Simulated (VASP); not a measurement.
# CdTe in VASP: single point with PBEsol

Aim: the single point of CdTe with PBEsol.

All numbers are computed with VASP 6.6.1; they aren't measurements. Logs are shortened: lines on timing, memory, paths and dates and some standing lists are left out, and cuts for length are marked.

### 1 The cell of the first run

The cell holds a slab with vacuum, 16 atoms: a = 6.489 Å, b = 7.948 Å, c = 25.883 Å, α = 90.00°, β = 90.00°, γ = 114.09°.

### 2 Single point, PBEsol

INCAR

```
ALGO = Normal
DIPOL = 0.5 0.5 0.500
EDIFF = 1E-6
ENCUT = 400
GGA = PS
GGA_COMPAT = F
IDIPOL = 3
ISIF = 2
ISMEAR = 0
LASPH = T
LCHARG = F
LDIPOL = T
LREAL = F
LWAVE = F
NBANDS = 86
NELM = 120
NELMDL = -8
PREC = Accurate
SIGMA = 0.05
```

KPOINTS

```
k-points
0
Gamma
  5 4 1
```

POSCAR

```
CdTe
1.0
    6.4893430549      0.0000000000      0.0000000000
   -3.2446715275      7.2553061001      0.0000000000
    0.0000000000      0.0000000000     25.8829591501
Te Cd
8 8
Direct
    0.1000000000      0.7000000000      0.2897659405
    0.8000000000      0.1000000000      0.3458283563
    0.5000000000      0.5000000000      0.4018907722
    0.2000000000      0.9000000000      0.4579531881
    0.9000000000      0.3000000000      0.5140156040
    0.6000000000      0.7000000000      0.5700780198
    0.3000000000      0.1000000000      0.6261404357
    0.0000000000      0.5000000000      0.6822028516
    0.7000000000      0.4000000000      0.3177971484
    0.4000000000      0.8000000000      0.3738595643
    0.1000000000      0.2000000000      0.4299219802
    0.8000000000      0.6000000000      0.4859843960
    0.5000000000      0.0000000000      0.5420468119
    0.2000000000      0.4000000000      0.5981092278
    0.9000000000      0.8000000000      0.6541716437
    0.6000000000      0.2000000000      0.7102340595
```

Potentials or basis: VASP PAW PBE potentials, release 64 (Te, Cd).

Run with:

```bash
> cat potpaw_PBE.64/Te/POTCAR potpaw_PBE.64/Cd/POTCAR > POTCAR
> mpirun -np 1 vasp_std > vasp.out
```

OUTCAR:

```text
EDIFF = 1E-6
   ENCUT = 400
   GGA = PS
   ISIF = 2
   ISMEAR = 0
   LASPH = T
   LREAL = F
   NELM = 120
   NELMDL = -8
   PREC = Accurate

 ion  position               nearest neighbor table
   1  0.100  0.700  0.290-  10 2.81   9 2.81
   2  0.800  0.100  0.346-   9 2.81  10 2.81  11 2.81
   3  0.500  0.500  0.402-  12 2.81   9 2.81  10 2.81  11 2.81
   4  0.200  0.900  0.458-  13 2.81  10 2.81  12 2.81  11 2.81
   5  0.900  0.300  0.514-  14 2.81  11 2.81  13 2.81  12 2.81
   6  0.600  0.700  0.570-  12 2.81  13 2.81  14 2.81  15 2.81
   7  0.300  0.100  0.626-  16 2.81  13 2.81  14 2.81  15 2.81
   8  0.000  0.500  0.682-  14 2.81  16 2.81  15 2.81
   9  0.700  0.400  0.318-   3 2.81   1 2.81   2 2.81
  10  0.400  0.800  0.374-   1 2.81   4 2.81   3 2.81   2 2.81
  11  0.100  0.200  0.430-   5 2.81   4 2.81   3 2.81   2 2.81
  12  0.800  0.600  0.486-   3 2.81   6 2.81   4 2.81   5 2.81
  13  0.500  0.000  0.542-   4 2.81   7 2.81   5 2.81   6 2.81
  14  0.200  0.400  0.598-   5 2.81   8 2.81   7 2.81   6 2.81
  15  0.900  0.800  0.654-   8 2.81   7 2.81   6 2.81
  16  0.600  0.200  0.710-   7 2.81   8 2.81

  LATTYP: Found a base centered orthorhombic cell.
 ALAT       =     6.4893430549
 B/A-ratio  =     2.2360679775
 C/A-ratio  =     3.9885330350

  Lattice vectors:

 A1 = (   3.2446715275,  -7.2553061001,   0.0000000000)
 A2 = (   3.2446715274,   7.2553061001,   0.0000000000)
 A3 = (   0.0000000000,   0.0000000000,  25.8829591501)

Analysis of symmetry for initial positions (statically):
=====================================================================
 Subroutine PRICEL returns:
 Original cell was already a primitive cell.

 Routine SETGRP: Setting up the symmetry group for a
 base centered orthorhombic supercell.

 Subroutine GETGRP returns: Found  1 space group operations
 (whereof  1 operations were pure point group operations)
 out of a pool of  8 trial point group operations.

The static configuration has the point symmetry C_1 .

Analysis of symmetry for dynamics (positions and initial velocities):
=====================================================================
 Subroutine PRICEL returns:
 Original cell was already a primitive cell.

 Routine SETGRP: Setting up the symmetry group for a
 base centered orthorhombic supercell.

 Subroutine GETGRP returns: Found  1 space group operations
 (whereof  1 operations were pure point group operations)
 out of a pool of  8 trial point group operations.

The dynamic configuration has the point symmetry C_1 .

 Subroutine INISYM returns: Found  1 space group operations
 (whereof  1 operations are pure point group operations),
 and found     1 'primitive' translations

----------------------------------------------------------------------------------------

                                     Primitive cell

  volume of cell :    1218.6259

  direct lattice vectors                    reciprocal lattice vectors
     6.489343055  0.000000000  0.000000000     0.154098803  0.068915080  0.000000000
    -3.244671527  7.255306100  0.000000000     0.000000000  0.137830160  0.000000000
     0.000000000  0.000000000 25.882959150     0.000000000  0.000000000  0.038635459

  length of vectors
     6.489343055  7.947789625 25.882959150     0.168806781  0.137830160  0.038635459

  position of ions in fractional coordinates (direct lattice)
     0.100000000  0.700000000  0.289765940
     0.800000000  0.100000000  0.345828356
     0.500000000  0.500000000  0.401890772
     0.200000000  0.900000000  0.457953188
     0.900000000  0.300000000  0.514015604
     0.600000000  0.700000000  0.570078020
[... 8 lines left out ...]
     0.900000000  0.800000000  0.654171644
     0.600000000  0.200000000  0.710234060

  ion indices of the primitive-cell ions
   primitive index   ion index
                 1           1
                 2           2
                 3           3
                 4           4
                 5           5
                 6           6
[... 44 lines left out ...]
|        The reciprocal lattice is base centered orthorhombic,                |
|        whereas your k-lattice is simple monoclinic.                         |
|                                                                             |
|     Results are often still useful ...                                      |
|                                                                             |
 -----------------------------------------------------------------------------

 WARNING: IBZKPT: internal override: KBLOWUP is changed to .FALSE.
      ... skipping the blow-up phase ...

 Subroutine IBZKPT returns following result:
 ===========================================

 Found     11 irreducible k-points:

 Following reciprocal coordinates:
            Coordinates               Weight
  0.000000  0.000000  0.000000      1.000000
  0.200000  0.000000  0.000000      2.000000
  0.400000  0.000000  0.000000      2.000000
  0.000000  0.250000  0.000000      2.000000
  0.200000  0.250000  0.000000      2.000000
  0.400000  0.250000  0.000000      2.000000
 -0.400000  0.250000  0.000000      2.000000
 -0.200000  0.250000  0.000000      2.000000
  0.000000  0.500000  0.000000      1.000000
  0.200000  0.500000  0.000000      2.000000
  0.400000  0.500000  0.000000      2.000000
   k-points           NKPTS =     11   k-points in BZ     NKDIM =     11   number of bands    NBANDS=     86
   number of dos      NEDOS =    301   number of ions     NIONS =     16
   total plane-waves  NPLWV = 408240
   dimension x,y,z NGX =    42 NGY =   54 NGZ =  180
   dimension x,y,z NGXF=    84 NGYF=  108 NGZF=  360
   ions per type =               8   8
   NGX,Y,Z   is equivalent  to a cutoff of  10.76, 11.30, 11.56 a.u.
   NGXF,Y,Z  is equivalent  to a cutoff of  21.52, 22.59, 23.12 a.u.
 SYSTEM =  unknown system
   PREC   = accura    normal or accurate (medium, high low for compatibility)
   ISTART =      0    job   : 0-new  1-cont  2-samecut
   ICHARG =      2    charge: 1-file 2-atom 10-const
   ISPIN  =      1    spin polarized calculation?
   LNONCOLLINEAR =      F non collinear calculations
   LSORBIT =      F    spin-orbit coupling
   LASPH  =      T    aspherical Exc in radial PAW
   ENCUT  =  400.0 eV  29.40 Ry    5.42 a.u.  10.58 12.96 42.21*2*pi/ulx,y,z
   NELM   =    120;   NELMIN=  2; NELMDL= -8     # of ELM steps
   EDIFF  = 0.1E-05   stopping-criterion for ELM
   LREAL  =      F    real-space projection
   EDIFFG = 0.1E-04   stopping-criterion for IOM
   NSW    =      0    number of steps for IOM
   IBRION =     -1    ionic relax: 0-MD 1-quasi-New 2-CG
   NFREE  =      0    steps in history (QN), initial steepest desc. (CG)
   ISIF   =      2    stress and relaxation
   ISYM   =      2    0-nonsym 1-usesym 2-fastsym
   POTIM  = 0.5000    time-step for ionic-motion
   TEBEG  =    0.0;   TEEND  =   0.0 temperature during run
   PSTRESS=    0.0 pullay stress
   NELECT =     144.0000    total number of electrons
   NUPDOWN=      -1.0000    fix difference up-down
   EMIN   =  10.00;   EMAX   =-10.00  energy-range for DOS
   EFERMI =   0.00;   METHOD = LEGACY
   ISMEAR =     0;   SIGMA  =   0.05  broadening in eV -4-tet -1-fermi 0-gaus
   EFERMI_NEDOS =   21; number of points for ismear=-14 and -15
   IALGO  =     38    algorithm
   IMIX   =      4    mixing-type and parameters
     AMIX     =   0.40;   BMIX     =  1.00
     AMIX_MAG =   1.60;   BMIX_MAG =  1.00
  volume/ion in A,a.u.               =      76.16       513.98
  Fermi-wavevector in a.u.,A,eV,Ry     =   0.803351  1.518114  8.780838  0.645373
  Thomas-Fermi vector in A             =   1.911202
   LORBIT       =      0    0 simple, 1 ext, 2 COOP (PROOUT), +10 PAW based schemes
   GGA     = PS    functional components
   LHFCALC =     F    Hartree Fock is set to
   AEXX    =    0.0000 exact exchange contribution
   IVDW    =     0    specifies the selected vdW correction
   LEPSILON=     F    determine dielectric tensor
   LRPA    =     F    only Hartree local field effects (RPA)
 non-spin polarized calculation
 Gauss-broadening in eV      SIGMA  =   0.05
  energy-cutoff  :      400.00
  volume of cell :     1218.63
 maximum number of plane-waves:     22234
 NGX is ok and might be reduce to    42
   NGX = 21   NGY = 25   NGZ = 85

 dipolmoment           0.000000      0.000000      0.129956 electrons x Angstroem

 number of electron     144.0000009 magnetization

 dipolmoment           0.000000      0.000000     -0.396839 electrons x Angstroem

 Free energy of the ion-electron system (eV)
  ---------------------------------------------------
  ext. energy  EPLUGINS =         0.00000000
  ---------------------------------------------------
  free energy    TOTEN  =       -39.02852834 eV

  energy without entropy =      -39.00987646  energy(sigma->0) =      -39.01920240

 E-fermi :  -1.3988     XC(G=0):  -4.4966

 val. band max:       -1.4068020922   @ k =   0.4000   0.5000   0.0000
 cond. band min:      -1.3605839905   @ k =   0.4000   0.0000   0.0000
 fundamental gap:      0.0462181017
 Fermi energy:        -1.3987760181

 k-point     1 :       0.0000    0.0000    0.0000
  band No.  band energies     occupation
      1     -13.2630      2.00000
      2     -12.9466      2.00000
      3     -12.7026      2.00000
      4     -12.5281      2.00000
      5     -12.4944      2.00000
      6     -12.3655      2.00000
[... 946 lines left out ...]
     83       2.2039      0.00000
     84       2.4813      0.00000
 [bands above 84 left out]

------------------------ aborting loop because EDIFF is reached ----------------------------------------

 vacuum level on the upper side and lower side of the slab       (xc-potential included)        -0.809         0.662

  FORCE on cell =-STRESS in cart. coord.  units (eV):
  Direction    XX          YY          ZZ          XY          YZ          ZX
  --------------------------------------------------------------------------------------
  -------------------------------------------------------------------------------------
  Total       -2.9261184     -3.2690486     -1.4711362     -1.2683925      0.2750938     -1.1316486
  in kB       -3.8470875     -4.2979520     -1.9341630     -1.6676076      0.3616770     -1.4878247
  external PRESSURE =      -3.3597342 kB  Pullay stress =       0.0000000 kB

 VOLUME and BASIS-vectors are now :
 -----------------------------------------------------------------------------
  energy-cutoff  :      400.00
  volume of cell :     1218.63
      direct lattice vectors                 reciprocal lattice vectors
     6.489343055  0.000000000  0.000000000     0.154098803  0.068915080  0.000000000
    -3.244671527  7.255306100  0.000000000     0.000000000  0.137830160  0.000000000
     0.000000000  0.000000000 25.882959150     0.000000000  0.000000000  0.038635459

 POSITION                                       TOTAL-FORCE (eV/Angst)
 -----------------------------------------------------------------------------------
     -1.62234      5.07871      7.50000        -0.343754     -0.117925      0.045129
      4.86701      0.72553      8.95106        -0.001034     -0.288494     -0.236700
      1.62234      3.62765     10.40212        -0.177335     -0.102977      0.161351
     -1.62234      6.52978     11.85318        -0.074737      0.019471      0.344751
      4.86701      2.17659     13.30424        -0.000014     -0.040682      0.229169
      1.62234      5.07871     14.75531        -0.194409      0.104131      0.358815
[... 8 lines left out ...]
      3.24467      5.80424     16.93190         0.344620     -0.408221     -0.567906
      3.24467      1.45106     18.38296         0.189458      0.243831     -0.373086
 -----------------------------------------------------------------------------------
    total drift:                               -0.000501     -0.000592     -0.000472

  FREE ENERGIE OF THE ION-ELECTRON SYSTEM (eV)
  ---------------------------------------------------
  free  energy   TOTEN  =       -39.0285283351 eV

  energy  without entropy=      -39.0098764596  energy(sigma->0) =      -39.01920240

 vacuum level on the upper side and lower side of the slab         2.436         3.941
```

It took 57 min on 1 thread of Intel Xeon Platinum 8488C (Sapphire Rapids), shared host; peak memory 1.1 GiB.

What came out:

```yaml
Free_energy: -39.0285 eV
Largest_force: 1.153 eV/Å
```

Forces in eV/Å, atoms in the order of the input:
```
Te  -0.344 -0.118  0.045
Te  -0.001 -0.288 -0.237
Te  -0.177 -0.103  0.161
Te  -0.075  0.019  0.345
Te   0.000 -0.041  0.229
Te  -0.194  0.104  0.359
Te  -0.315 -0.130  0.419
Te  -0.032  0.180  0.643
Cd   0.939  0.444  0.502
Cd  -0.121  0.040 -0.425
Cd  -0.159  0.001 -0.297
Cd   0.161  0.003 -0.261
Cd   0.045 -0.027 -0.369
Cd  -0.260  0.081 -0.173
Cd   0.345 -0.408 -0.568
Cd   0.189  0.244 -0.373
```

Levels at points of the mesh, in eV from the Fermi level:
| k point | band 69 | band 70 | band 71 | band 72 | band 73 | band 74 | band 75 | band 76 |
| --- | --- | --- | --- | --- | --- | --- | --- | --- |
| (0.00, 0.00, 0.00) | -0.81 | -0.60 | -0.45 | -0.02 | 0.10 | 0.67 | 1.29 | 2.02 |
| (0.00, 0.50, 0.00) | -1.01 | -0.59 | -0.47 | -0.14 | 0.11 | 0.78 | 1.80 | 1.95 |

Caveat: the PAW data sets were made with another functional, which shifts forces and pressure a little; spin-orbit coupling is left out, which moves the levels of the heavy elements.
